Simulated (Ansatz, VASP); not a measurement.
**Ta2Sn in VASP and in Ansatz**

INCAR

```
SYSTEM = Ta2Sn
ALGO = Normal
EDIFF = 1E-7
EDIFFG = -0.04
ENCUT = 600
GGA = PE
IBRION = 2
ISIF = 3
ISMEAR = 0
LASPH = .TRUE.
LCHARG = .FALSE.
LREAL = .FALSE.
LWAVE = .FALSE.
NELM = 100
NSW = 90
PREC = Accurate
SIGMA = 0.1
```

KPOINTS

```
k-points
0
G
  6 6 6
  0 0 0
```

POSCAR

```
Ta2Sn
1.0
   -1.7974181508      1.7974181508      4.4092914013
    1.7974181508     -1.7974181508      4.4092914013
    1.7974181508      1.7974181508     -4.4092914013
Ta Sn
2 1
Direct
    0.6650000000      0.6650000000      0.0000000000
    0.3350000000      0.3350000000      0.0000000000
    0.0000000000      0.0000000000      0.0000000000
```

Input for Ansatz:

```yaml
crystal:
  lattice:
    - [-1.7974181508, 1.7974181508, 4.4092914013]
    - [1.7974181508, -1.7974181508, 4.4092914013]
    - [1.7974181508, 1.7974181508, -4.4092914013]
  atoms:
    - { symbol: Ta, position: [0.665, 0.665, 0.0] }
    - { symbol: Ta, position: [0.335, 0.335, 0.0] }
    - { symbol: Sn, position: [0.0, 0.0, 0.0] }
basis:
  ecutwfc: 420
kpoints:
  mp_grid: { grid: [6, 6, 6] }
hamiltonian:
  xc: pbe
scf:
  occupations: { method: gaussian, width: 0.1 }
  lower_state_search: "off"
output:
  forces: true
  stress: true
  eigenvalues: true
relax:
  adjacent_minimum: "off"
  f_tol: 0.04
  max_steps: 70
  cell: { stress_tol: 0.4 }
```

Alike in both runs: task relaxation of cell and atoms; functional PBE; k mesh 6 × 6 × 6; occupations gaussian, width 0.1 eV; no spin polarisation.

```csv
,VASP,Ansatz
version,VASP 6.6.1,Ansatz 0.2.0
potentials or method,"VASP PAW PBE potentials, release 64 (Ta_pv, Sn_d), cutoff 600 eV","scalar-relativistic, plane waves, PAW"
valence electrons in the cell,36,40
```

Ansatz gave:

```
gap on the k mesh at the Fermi level, each at its own relaxed structure (eV) : none
relaxed volume (Å³/atom)                                                     : 19.25
relaxed cell length with the largest relative difference (Å)                 : 5.202
```

Problem. What did VASP give for the same quantities?

Solution. gap on the k mesh at the Fermi level, each at its own relaxed structure (eV): none; relaxed volume (Å³/atom): 19.32; relaxed cell length with the largest relative difference (Å): 5.208.

A gap of «none» marks a metal or a gap that the smearing closes. VASP's potentials hold 36 valence electrons a cell and Ansatz's 40, so a difference there can come from the potentials and not from the codes.

The k mesh is coarse, so the values compare programs but aren't converged. Neither program's run includes spin-orbit coupling.
